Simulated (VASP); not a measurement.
Input of a VASP 6.6.1 run:

File INCAR:

```
SYSTEM = Cu
PREC     = Accurate       ! precision mode
ENCUT    = 600            ! plane-wave cutoff, eV
EDIFF    = 1E-6           ! SCF threshold, eV
ISMEAR   = -1             ! smearing method
SIGMA    = 0.05           ! smearing width, eV
LREAL    = .False.        ! projectors in reciprocal space
LASPH    = .True.         ! aspherical terms in the spheres
NELM     = 100            ! most SCF steps
ALGO     = Normal         ! electronic algorithm
ISIF     = 3              ! what is computed and relaxed
LWAVE    = .False.        ! write WAVECAR
LCHARG   = .False.        ! write CHGCAR
GGA      = B5             ! functional
ALDAX    = 1.0          
AGGAX    = 1.0          
AGGAC    = 1.0          
ALDAC    = 0.0          
IVDW     = 12             ! dispersion correction
VDW_S6   = 1.0          
VDW_S8   = 2.6996       
VDW_A1   = 0.4298       
VDW_A2   = 4.2359       
IBRION   = 2              ! ionic algorithm
NSW      = 80             ! ionic steps
EDIFFG   = -0.01          ! ionic threshold
```

KPOINTS

```
regular mesh
0
Gamma
  15 15 15
  0 0 0
```

The input POSCAR:

```
Cu
1.0
   -1.4427930000      1.4427930000      1.3760810000
    1.4427930000     -1.4427930000      1.3760810000
    1.4427930000      1.4427930000     -1.3760810000
Cu
1
Direct
    0.0000000000      0.0000000000      0.0000000000
```

Potentials or basis: VASP PAW PBE potentials, release 64 (Cu).

Command:

```console
$ cat potpaw_PBE.64/Cu/POTCAR > POTCAR
$ mpirun -np 1 vasp_std > vasp.out
```

Task: Estimate the space group after relaxing (to 0.05 Å).

Result: I4/mmm (No. 139).

Task: What does it give for the relaxed volume?

Result: 11.23 Å³/atom.

Task: What does it give for the dispersion energy per atom?

Result: -1.389 eV.

Task: Estimate the relaxed cell.

Result: a = 2.446 Å, b = 2.446 Å, c = 2.446 Å, α = 107.49°, β = 107.49°, γ = 113.52°.

Stress tensor (GPa, compression positive):
```
-0.05  0.00  0.00
 0.00 -0.05  0.00
 0.00  0.00  0.07
```

Caveat: the PAW data sets were made with another functional, which shifts forces and pressure a little; pairwise dispersion overbinds metals, which lowers pressure and volume.
